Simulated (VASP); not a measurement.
# AlN (F-43m) in VASP: a series of runs

AlN is run at these levels: PBEsol; tasks: relaxation of cell and atoms.

Everything below comes from runs of VASP 6.6.1. Logs are shortened: lines on timing, memory, paths and dates and some standing lists are left out, and cuts for length are marked.

## Step 1: The cell of the first run

It takes space group F-43m (No. 216, cubic). Conventional cell: a = 4.377 Å, b = 4.377 Å, c = 4.377 Å, α = 90.00°, β = 90.00°, γ = 90.00°. Al (site symmetry -43m) has 4 N at 1.90 Å within 2.5 Å. N (site symmetry -43m) has 4 Al at 1.90 Å within 2.5 Å.

## Step 2: Relaxation of cell and atoms, PBEsol, target pressure -2 GPa, at which the enthalpy is minimised

Input file INCAR:

```
ALGO = Normal
EDIFF = 1E-7
EDIFFG = -0.002
ENCUT = 600
GGA = PS
IBRION = 2
ISIF = 3
ISMEAR = 0
LASPH = T
LCHARG = F
LREAL = F
LWAVE = F
NELM = 100
NSW = 100
PREC = Accurate
PSTRESS = -20.0
SIGMA = 0.01
```

Input file KPOINTS:

```
k-points
0
Gamma
  10 10 10
```

Input file POSCAR:

```
AlN
1.0
    2.1886794804      2.1886794804      0.0000000000
   -2.1886794804      2.1886794804      0.0000000000
    0.0000000000      2.1886794804      2.1886794804
Al N
1 1
Direct
    0.0000000000      0.0000000000      0.0000000000
    0.2500000000      0.7500000000      0.5000000000
```

Potentials or basis: VASP PAW PBE potentials, release 64 (Al, N).

Started as:

```bash
$ cat potpaw_PBE.64/Al/POTCAR potpaw_PBE.64/N/POTCAR > POTCAR
$ mpirun -np 1 vasp_std > vasp.out
```

OUTCAR:

```text
EDIFF = 1E-7
   EDIFFG = -0.002
   ENCUT = 600
   GGA = PS
   IBRION = 2
   ISIF = 3
   ISMEAR = 0
   LASPH = T
   LREAL = F
   NELM = 100
   NSW = 100
   PREC = Accurate
   PSTRESS = -20.0

 ion  position               nearest neighbor table
   1  0.000  0.000  0.000-   2 1.90   2 1.90   2 1.90   2 1.90
   2  0.250  0.750  0.500-   1 1.90   1 1.90   1 1.90   1 1.90

  LATTYP: Found a face centered cubic cell.
 ALAT       =     4.3773589608

  Lattice vectors:

 A1 = (   0.0000000000,   2.1886794804,   2.1886794804)
 A2 = (   2.1886794804,   0.0000000000,   2.1886794804)
 A3 = (   2.1886794804,   2.1886794804,   0.0000000000)

Analysis of symmetry for initial positions (statically):
=====================================================================
 Subroutine PRICEL returns:
 Original cell was already a primitive cell.

 Routine SETGRP: Setting up the symmetry group for a
 face centered cubic supercell.

 Subroutine GETGRP returns: Found 24 space group operations
 (whereof 24 operations were pure point group operations)
 out of a pool of 48 trial point group operations.

The static configuration has the point symmetry T_d .

Analysis of symmetry for dynamics (positions and initial velocities):
=====================================================================
 Subroutine PRICEL returns:
 Original cell was already a primitive cell.

 Routine SETGRP: Setting up the symmetry group for a
 face centered cubic supercell.

 Subroutine GETGRP returns: Found 24 space group operations
 (whereof 24 operations were pure point group operations)
 out of a pool of 48 trial point group operations.

The dynamic configuration has the point symmetry T_d .

 Subroutine INISYM returns: Found 24 space group operations
 (whereof 24 operations are pure point group operations),
 and found     1 'primitive' translations

----------------------------------------------------------------------------------------

                                     Primitive cell

  volume of cell :      20.9689

  direct lattice vectors                    reciprocal lattice vectors
     2.188679480  2.188679480  0.000000000     0.228448251  0.228448251 -0.228448251
    -2.188679480  2.188679480  0.000000000    -0.228448251  0.228448251 -0.228448251
     0.000000000  2.188679480  2.188679480     0.000000000  0.000000000  0.456896503

  length of vectors
     3.095260205  3.095260205  3.095260205     0.395683978  0.395683978  0.456896503

[... 95 lines left out ...]
   ISMEAR =     0;   SIGMA  =   0.01  broadening in eV -4-tet -1-fermi 0-gaus
   EFERMI_NEDOS =   21; number of points for ismear=-14 and -15
   IALGO  =     38    algorithm
   IMIX   =      4    mixing-type and parameters
     AMIX     =   0.40;   BMIX     =  1.00
     AMIX_MAG =   1.60;   BMIX_MAG =  1.00
  volume/ion in A,a.u.               =      10.48        70.75
  Fermi-wavevector in a.u.,A,eV,Ry     =   1.187352  2.243769 19.181544  1.409804
  Thomas-Fermi vector in A             =   2.323505
   LORBIT       =      0    0 simple, 1 ext, 2 COOP (PROOUT), +10 PAW based schemes
   GGA     = PS    functional components
   LHFCALC =     F    Hartree Fock is set to
   AEXX    =    0.0000 exact exchange contribution
   IVDW    =     0    specifies the selected vdW correction
   LEPSILON=     F    determine dielectric tensor
   LRPA    =     F    only Hartree local field effects (RPA)
 conjugate gradient relaxation of ions
 non-spin polarized calculation
 Gauss-broadening in eV      SIGMA  =   0.01
  energy-cutoff  :      600.00
  volume of cell :       20.97
 maximum number of plane-waves:       725
 NGX is ok and might be reduce to    28
   NGX = 13   NGY = 13   NGZ = 13

--------------------------------------- Ionic step        1  -------------------------------------------

 number of electron       7.9999999 magnetization

 Free energy of the ion-electron system (eV)
  ---------------------------------------------------
  ext. energy  EPLUGINS =         0.00000000
  ---------------------------------------------------
  free energy    TOTEN  =       -15.61303236 eV

  energy without entropy =      -15.61303236  energy(sigma->0) =      -15.61303236

------------------------ aborting loop because EDIFF is reached ----------------------------------------

  FORCE on cell =-STRESS in cart. coord.  units (eV):
  Direction    XX          YY          ZZ          XY          YZ          ZX
  --------------------------------------------------------------------------------------
  -------------------------------------------------------------------------------------
  Total       -0.0140662     -0.0140662     -0.0140662      0.0000000      0.0000000     -0.0000000
  in kB       -1.0747577     -1.0747577     -1.0747577      0.0000000      0.0000000     -0.0000000
  external PRESSURE =      18.9252423 kB  Pullay stress =     -20.0000000 kB
[... 63 lines left out ...]
--------------------------------------- Ionic step        3  -------------------------------------------

 number of electron       8.0000000 magnetization

 Free energy of the ion-electron system (eV)
  ---------------------------------------------------
  ext. energy  EPLUGINS =         0.00000000
  ---------------------------------------------------
  free energy    TOTEN  =       -15.61169484 eV

  energy without entropy =      -15.61169484  energy(sigma->0) =      -15.61169484

 E-fermi :   5.8154     XC(G=0): -11.0595

 val. band max:        5.7277312196   @ k =   0.0000   0.0000   0.0000
 cond. band min:       8.9075536041   @ k =   0.5000   0.5000   0.0000
 fundamental gap:      3.1798223845
 Fermi energy:         5.8153644947

 k-point     1 :       0.0000    0.0000    0.0000
  band No.  band energies     occupation
      1      -9.1383      2.00000
      2       5.7277      2.00000
      3       5.7277      2.00000
      4       5.7277      2.00000
      5       9.7208      0.00000
      6      18.0410      0.00000
      7      18.0410      0.00000
      8      18.0410      0.00000
[... 243 lines left out ...]
 k-point    24 :       0.4000    0.3000    0.0000
  band No.  band energies     occupation
      1      -6.5905      2.00000
      2       1.1820      2.00000
      3       2.4052      2.00000
      4       4.5416      2.00000
      5      11.3809      0.00000
      6      15.6282      0.00000
      7      18.1073      0.00000
      8      19.0425      0.00000

 [... further k-points ...]

------------------------ aborting loop because EDIFF is reached ----------------------------------------

  FORCE on cell =-STRESS in cart. coord.  units (eV):
  Direction    XX          YY          ZZ          XY          YZ          ZX
  --------------------------------------------------------------------------------------
  -------------------------------------------------------------------------------------
  Total       -0.2633577     -0.2633577     -0.2633577      0.0000000      0.0000000     -0.0000000
  in kB      -19.9308793    -19.9308793    -19.9308793      0.0000000      0.0000000     -0.0000000
  external PRESSURE =       0.0691207 kB  Pullay stress =     -20.0000000 kB
[... 21 lines left out ...]
  energy  without entropy=      -15.6116948363  energy(sigma->0) =      -15.61169484

  enthalpy is  TOTEN    =       -15.8759658364 eV   P V=       -0.2642710002

 reached required accuracy - stopping structural energy minimisation
```

OSZICAR:

```text
N       E                     dE             d eps       ncg     rms          rms(c)
DAV:   1     0.151155358728E+02    0.15116E+02   -0.43228E+03   776   0.938E+02
DAV:   2    -0.170220388817E+02   -0.32138E+02   -0.31008E+02  1024   0.164E+02
DAV:   3    -0.178308538173E+02   -0.80881E+00   -0.80881E+00   888   0.326E+01
DAV:   4    -0.178332117387E+02   -0.23579E-02   -0.23579E-02  1184   0.162E+00
[... 21 lines left out ...]
DAV:   2    -0.156117214694E+02    0.15831E-02   -0.94299E-03   792   0.685E-01    0.624E-02
DAV:   3    -0.156117057284E+02    0.15741E-04   -0.12763E-04   840   0.125E-01    0.217E-02
DAV:   4    -0.156116958028E+02    0.99256E-05   -0.55946E-06   960   0.206E-02    0.985E-03
DAV:   5    -0.156116947647E+02    0.10381E-05   -0.14826E-06   840   0.108E-02    0.509E-03
DAV:   6    -0.156116948363E+02   -0.71594E-07   -0.13484E-08   400   0.126E-03
   3 F= -.15875966E+02 E0= -.15875966E+02  d E =-.117792E-02
```

CONTCAR:

```text
AlN
   1.00000000000000
     2.1956681383445771    2.1956681383445771    0.0000000000000000
    -2.1956681383445771    2.1956681383445771    0.0000000000000000
    -0.0000000000000000    2.1956681383445771    2.1956681383445771
  Al              N
     1     1
Direct
     0.0000000000000000    0.0000000000000000    0.0000000000000000
     0.2500000000000000    0.7500000000000000    0.5000000000000000

  0.00000000E+00  0.00000000E+00  0.00000000E+00
  0.00000000E+00  0.00000000E+00  0.00000000E+00
```

It took 17 s on 1 thread of AMD EPYC 9R14 (Zen 4), shared host; peak memory 0.12 GiB.

What came out:

| Item | Value |
| --- | --- |
| Free energy | -15.6117 eV |
| Relaxed volume | 10.59 Å³/atom |
| Relaxed cell | a = 3.105 Å, b = 3.105 Å, c = 3.105 Å, α = 60.00°, β = 60.00°, γ = 90.00° |
| Space group after relaxing (to 0.05 Å) | F-43m (No. 216) |
| Energy change on relaxing (the enthalpy is what falls) | +0.7 meV/atom |
| Ionic steps | 3 |
| Pressure after relaxing | -2.0 GPa |
| Band gap on the k mesh | 3.18 eV, indirect (least direct gap 3.99 eV) |

Step by step:
```csv
step,energy change (eV),largest force (eV/Å),pressure (GPa),volume (Å³)
1,0.0000,0.0000,-0.11,20.97
2,0.0044,0.0000,-3.58,21.35
3,0.0013,0.0000,-1.99,21.17
```

Final structure:
```
CELL_PARAMETERS angstrom
2.19567 2.19567 0.00000
-2.19567 2.19567 0.00000
0.00000 2.19567 2.19567
ATOMIC_POSITIONS crystal
Al 0.00000 0.00000 0.00000
N 0.25000 0.75000 0.50000
```

Caveat: the cell is relaxed towards a set pressure, so the enthalpy falls and the energy may rise; the PAW data sets were made with another functional, which shifts forces and pressure a little.

## Step 3: Relaxation of cell and atoms, PBEsol, target pressure 2 GPa, at which the enthalpy is minimised

Input file INCAR:

```
  PREC = Accurate
  ENCUT = 600
  EDIFF = 1E-7
  ISMEAR = 0
  SIGMA = 0.01
  LREAL = False
  LASPH = True
  NELM = 80
  ALGO = Normal
  ISIF = 3
  LWAVE = False
  LCHARG = False
  GGA = PS
  IBRION = 2
  NSW = 100
  EDIFFG = -0.002
  PSTRESS = 20.0
```

Input file KPOINTS:

```
Automatic mesh
0
Gamma
  10 10 10
```

POSCAR is that of step 2.

Potentials or basis: VASP PAW PBE potentials, release 64 (Al, N).

Started as:

```bash
$ cat potpaw_PBE.64/Al/POTCAR potpaw_PBE.64/N/POTCAR > POTCAR
$ mpirun -np 1 vasp_std > vasp.out
```

It took 16 s on 1 thread of AMD EPYC 9R14 (Zen 4), shared host; peak memory 0.12 GiB.

It converged, with:

```
Free energy                                            : -15.6118 eV
Relaxed volume                                         : 10.38 Å³/atom
Relaxed cell                                           : a = 3.085 Å, b = 3.085 Å, c = 3.085 Å, α = 60.00°, β = 60.00°, γ = 90.00°
Space group after relaxing (to 0.05 Å)                 : F-43m (No. 216)
Energy change on relaxing (the enthalpy is what falls) : +0.6 meV/atom
Ionic steps                                            : 3
Pressure after relaxing                                : 2.0 GPa
Band gap on the k mesh                                 : 3.19 eV, indirect (least direct gap 4.17 eV)
```

The path:
| step | energy change (eV) | largest force (eV/Å) | pressure (GPa) | volume (Å³) |
| --- | --- | --- | --- | --- |
| 1 | 0.0000 | 0.0000 | -0.11 | 20.97 |
| 2 | 0.0051 | 0.0000 | 4.09 | 20.55 |
| 3 | 0.0013 | 0.0000 | 2.00 | 20.75 |

Final structure:
```
Al N
1.0
     2.18120    2.18120    0.00000
    -2.18120    2.18120    0.00000
     0.00000    2.18120    2.18120
Al N
1 1
Cartesian
  0.0000 0.0000 0.0000
  -1.0906 3.2718 1.0906
```

Levels at points of the mesh, in eV from the valence-band top:
```csv
k point,band 1,band 2,band 3,band 4,band 5,band 6,band 7,band 8
"(0.00, 0.00, 0.00)",-14.98,0.00,0.00,0.00,4.17,12.51,12.51,12.51
"(0.50, 0.00, 0.00)",-12.89,-5.93,-0.48,-0.48,7.32,9.79,11.06,11.06
"(0.50, 0.50, 0.00)",-12.24,-4.96,-1.79,-1.79,3.19,8.51,13.93,15.67
```

Caveat: the cell is relaxed towards a set pressure, so the enthalpy falls and the energy may rise; the PAW data sets were made with another functional, which shifts forces and pressure a little. A k mesh can miss the band edges.

## Step 4: Relaxation of cell and atoms, PBEsol, target pressure 4 GPa, at which the enthalpy is minimised

Edit INCAR of step 3 so:

```diff
@@ -2,3 +2,3 @@
   ENCUT = 600
-  EDIFF = 1E-7
+  EDIFF = 1E-6
   ISMEAR = 0
@@ -16,2 +16,2 @@
   EDIFFG = -0.002
-  PSTRESS = 20.0
+  PSTRESS = 40.0
```

KPOINTS is that of step 3.

POSCAR is that of step 3.

Started as:

```bash
$ cat potpaw_PBE.64/Al/POTCAR potpaw_PBE.64/N/POTCAR > POTCAR
$ mpirun -np 1 vasp_std > vasp.out
```

It took 15 s on 1 thread of AMD EPYC 9R14 (Zen 4), shared host; peak memory 0.13 GiB.

Results (log left out):

```
Free energy                                            : -15.6082 eV
Relaxed volume                                         : 10.28 Å³/atom
Relaxed cell                                           : a = 3.075 Å, b = 3.075 Å, c = 3.075 Å, α = 60.00°, β = 60.00°, γ = 90.00°
Space group after relaxing (to 0.05 Å)                 : F-43m (No. 216)
Energy change on relaxing (the enthalpy is what falls) : +2.4 meV/atom
Ionic steps                                            : 3
Pressure after relaxing                                : 4.0 GPa
Band gap on the k mesh                                 : 3.19 eV, indirect (least direct gap 4.25 eV)
```

Step by step:
```
step  energy change (eV)  largest force (eV/Å)  pressure (GPa)  volume (Å³)
   1              0.0000                0.0000           -0.11        20.97
   2              0.0202                0.0000            8.43        20.16
   3              0.0048                0.0000            3.99        20.56
```

Final structure:
```
Al N
1.0
     2.17442    2.17442    0.00000
    -2.17442    2.17442    0.00000
     0.00000    2.17442    2.17442
Al N
1 1
Direct
  0.00000 0.00000 0.00000
  0.25000 0.75000 0.50000
```

Levels at points of the mesh, in eV from the valence-band top:
| k point | band 2 | band 3 | band 4 | band 5 | band 6 | band 7 |
| --- | --- | --- | --- | --- | --- | --- |
| (0.00, 0.00, 0.00) | 0.00 | 0.00 | 0.00 | 4.25 | 12.60 | 12.60 |
| (0.50, 0.00, 0.00) | -5.97 | -0.48 | -0.48 | 7.41 | 9.86 | 11.12 |
| (0.50, 0.50, 0.00) | -4.99 | -1.80 | -1.80 | 3.19 | 8.56 | 14.05 |

Caveat: the cell is relaxed towards a set pressure, so the enthalpy falls and the energy may rise; the PAW data sets were made with another functional, which shifts forces and pressure a little. A k mesh can miss the band edges.

## Step 5: Relaxation of cell and atoms, PBEsol, target pressure 7 GPa, at which the enthalpy is minimised

Input file INCAR:

```
SYSTEM = AlN
PREC = Accurate ; ENCUT = 600
EDIFF = 1E-6 ; ISMEAR = 0
SIGMA = 0.01 ; LREAL = .False.
LASPH = .True. ; NELM = 80
ALGO = Normal ; ISIF = 3
LWAVE = .False. ; LCHARG = .False.
GGA = PS ; IBRION = 2
NSW = 100 ; EDIFFG = -0.002
PSTRESS = 70.0
```

Input file KPOINTS:

```
regular mesh
0
Gamma
  10 10 10
  0 0 0
```

POSCAR is that of step 4.

Potentials or basis: VASP PAW PBE potentials, release 64 (Al, N).

Started as:

```bash
$ cat potpaw_PBE.64/Al/POTCAR potpaw_PBE.64/N/POTCAR > POTCAR
$ mpirun -np 1 vasp_std > vasp.out
```

OUTCAR:

```text
SYSTEM = AlN
   PREC = Accurate
   ENCUT = 600
   EDIFF = 1E-6
   ISMEAR = 0
   LREAL = .False.
   LASPH = .True.
   NELM = 80
   ISIF = 3
   GGA = PS
   IBRION = 2
   NSW = 100
   EDIFFG = -0.002
   PSTRESS = 70.0

 ion  position               nearest neighbor table
   1  0.000  0.000  0.000-   2 1.90   2 1.90   2 1.90   2 1.90
   2  0.250  0.750  0.500-   1 1.90   1 1.90   1 1.90   1 1.90

  LATTYP: Found a face centered cubic cell.
 ALAT       =     4.3773589608

  Lattice vectors:

 A1 = (   0.0000000000,   2.1886794804,   2.1886794804)
 A2 = (   2.1886794804,   0.0000000000,   2.1886794804)
 A3 = (   2.1886794804,   2.1886794804,   0.0000000000)

Analysis of symmetry for initial positions (statically):
=====================================================================
 Subroutine PRICEL returns:
[... 376 lines left out ...]
 cond. band min:       9.3312288892   @ k =   0.5000   0.5000   0.0000
 fundamental gap:      3.1993753987
 Fermi energy:         6.2392736070

 k-point     1 :       0.0000    0.0000    0.0000
  band No.  band energies     occupation
      1      -8.9839      2.00000
      2       6.1319      2.00000
      3       6.1319      2.00000
      4       6.1319      2.00000
      5      10.5020      0.00000
      6      18.8645      0.00000
      7      18.8645      0.00000
      8      18.8645      0.00000
[... 243 lines left out ...]
 k-point    24 :       0.4000    0.3000    0.0000
  band No.  band energies     occupation
      1      -6.2739      2.00000
      2       1.4579      2.00000
      3       2.7112      2.00000
      4       4.9195      2.00000
      5      11.8888      0.00000
      6      16.3730      0.00000
      7      19.0386      0.00000
      8      19.8178      0.00000

 [... further k-points ...]

------------------------ aborting loop because EDIFF is reached ----------------------------------------

  FORCE on cell =-STRESS in cart. coord.  units (eV):
  Direction    XX          YY          ZZ          XY          YZ          ZX
  --------------------------------------------------------------------------------------
  -------------------------------------------------------------------------------------
  Total        0.8861578      0.8861578      0.8861578      0.0000000      0.0000000     -0.0000000
  in kB       69.9852362     69.9852362     69.9852362      0.0000000      0.0000000     -0.0000000
  external PRESSURE =      -0.0147638 kB  Pullay stress =      70.0000000 kB
[... 21 lines left out ...]
  energy  without entropy=      -15.5987852812  energy(sigma->0) =      -15.59878528

  enthalpy is  TOTEN    =       -14.7124405677 eV   P V=        0.8863447135

 reached required accuracy - stopping structural energy minimisation
```

OSZICAR:

```text
N       E                     dE             d eps       ncg     rms          rms(c)
DAV:   1     0.151155358728E+02    0.15116E+02   -0.43228E+03   776   0.938E+02
DAV:   2    -0.170220388817E+02   -0.32138E+02   -0.31008E+02  1024   0.164E+02
DAV:   3    -0.178308538173E+02   -0.80881E+00   -0.80881E+00   888   0.326E+01
DAV:   4    -0.178332117387E+02   -0.23579E-02   -0.23579E-02  1184   0.162E+00
[... 34 lines left out ...]
   5 F= -.14712438E+02 E0= -.14712438E+02  d E =-.102986E-05
       N       E                     dE             d eps       ncg     rms          rms(c)
DAV:   1    -0.155987890544E+02    0.36892E-03   -0.10354E-04   760   0.956E-02    0.135E-02
DAV:   2    -0.155987852664E+02    0.37880E-05   -0.22402E-05   792   0.343E-02    0.330E-03
DAV:   3    -0.155987852812E+02   -0.14853E-07   -0.31201E-07   376   0.630E-03
   6 F= -.14712441E+02 E0= -.14712441E+02  d E =-.352196E-05
```

Run time: 20 s. Hardware: 1 thread of AMD EPYC 9R14 (Zen 4), shared host; peak memory 0.13 GiB.

What came out:

```yaml
Free_energy: -15.5988 eV
Relaxed_volume: 10.14 Å³/atom
Relaxed_cell: a = 3.061 Å, b = 3.061 Å, c = 3.061 Å, α = 60.00°, β = 60.00°, γ = 90.00°
Space_group_after_relaxing_to_0.05_Å: F-43m (No. 216)
Energy_change_on_relaxing_the_enthalpy_is_what_falls: +7.1 meV/atom
Ionic_steps: 6
Pressure_after_relaxing: 7.0 GPa
Band_gap_on_the_k_mesh: 3.20 eV, indirect (least direct gap 4.37 eV)
```

Step by step:
```tsv
step	energy change (eV)	largest force (eV/Å)	pressure (GPa)	volume (Å³)
1	0.0000	0.0000	-0.11	20.97
2	0.0629	0.0000	15.61	19.59
3	0.0141	0.0000	6.95	20.29
4	0.0147	0.0000	7.11	20.28
5	0.0139	0.0000	6.91	20.30
6	0.0142	0.0000	7.00	20.29
```

Final structure:
```xyz
2
Lattice="2.1647 2.1647 0.0000 -2.1647 2.1647 0.0000 0.0000 2.1647 2.1647" Properties=species:S:1:pos:R:3 pbc="T T T"
Al    0.0000    0.0000    0.0000
N    -1.0823    3.2470    1.0823
```

Caveat: the cell is relaxed towards a set pressure, so the enthalpy falls and the energy may rise; the PAW data sets were made with another functional, which shifts forces and pressure a little.

[end of part 1 of 2]
